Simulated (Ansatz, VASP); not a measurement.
**Two plane-wave programs on Ti**

```
Ti
1.0
     0.00000    2.03000    2.11120
     2.03000    0.00000    2.11120
     2.03000    2.03000    0.00000
Ti
1
Cartesian
  0.0000 0.0000 0.0000
```

Change from the starting cell: strain +0.0400 x Voigt [0, 0, 1, 0, 0, 0], atoms carried along.

Alike in both runs: task single point; functional PBEsol; k mesh 20 × 20 × 20; occupations gaussian, width 0.15 eV; no spin polarisation.

```csv
,VASP,Ansatz
version,VASP 6.6.1,Ansatz 0.2.0
potentials or method,"VASP PAW PBE potentials, release 64 (Ti_sv), cutoff 520 eV","scalar-relativistic, plane waves, PAW"
valence electrons in the cell,12,12
```

|  | VASP | Ansatz | Ansatz less VASP |
| --- | --- | --- | --- |
| gap on the k mesh at the Fermi level (eV) | none | none | - |
| pressure (GPa) | -4.7 | -4.5 | +0.23 |
| traceless stress, the component that is largest in VASP (GPa) | -0.89 | -0.89 | +0.005 |

VASP's potentials were made for PBE, not for PBEsol. A gap of «none» marks a metal or a gap that the smearing closes. With one functional, cell and mesh, what is left measures potentials, basis and numerics.
